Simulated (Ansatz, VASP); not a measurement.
**One calculation of Te, two programs**

```
CELL_PARAMETERS angstrom
3.38785 0.00000 0.00000
-1.69393 2.93397 0.00000
0.00000 0.00000 3.13097
ATOMIC_POSITIONS crystal
Te 0.00000 0.00000 0.00000
```

Alike in both runs: functional PBE; k mesh 15 × 15 × 13; occupations fermi-dirac, width 0.1 eV; no spin polarisation.

Ansatz relaxed the structure, and its values are those at the end. VASP's run is a single point on that final structure, the one shown.

```csv
,VASP,Ansatz
version,VASP 6.6.1,Ansatz 0.2.0
potentials or method,"VASP PAW PBE potentials, release 64 (Te)","PAW with Ansatz's default frozen-core files, scalar-relativistic"
plane-wave cutoff (eV),520,420
valence electrons in the cell,6,16
```

VASP gave:

```
pressure (GPa) : -0.1
```

Problem. What did Ansatz give for the same quantities?

Solution. Pressure (GPa): 0.0.

The functional is the same, so the differences come from potentials, cutoffs and numerics. VASP's potentials hold 6 valence electrons a cell and Ansatz's 16, so a difference there can come from the potentials and not from the codes.

Spin-orbit coupling is off throughout.
